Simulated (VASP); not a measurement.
Runs of VASP 6.6.1 on K2S. The structure is that of space group Fm-3m (No. 225), or close to it. The cells are those of the table. 

| level | cell | cutoff (eV) | gap on the mesh (eV) | pressure (GPa) |
| --- | --- | --- | --- | --- |
| PBE | a = 5.328 Å, angles 60.0°, 3 atoms | 500 | 2.25 | -0.5 |
| PBE | a = 5.223 Å, angles 60.0°, 3 atoms | 500 | 2.40 | 0.6 |
| PBE | a = 5.236 Å, angles 60.0°, 3 atoms | 500 | 2.38 | 0.5 |
| r2SCAN | a = 5.339 Å, angles 60.0°, 3 atoms | 550 | 2.61 | (a) |
| PBE | a = 5.379 Å, angles 60.0°, 3 atoms | 500 | (c) | (b) |

Alike in all rows: task single point; potentials or basis VASP PAW PBE potentials, release 64 (K_sv, S); no spin polarisation; k mesh 6 × 6 × 6; smearing gaussian 0.01 eV.

Question: Fill in the values left out.

Answer: (a) -1.0; (b) -0.9; (c) 2.18.

Caveats: the PAW data sets were made with another functional, which shifts forces and pressure a little (some runs).

A k mesh can miss the band edges.
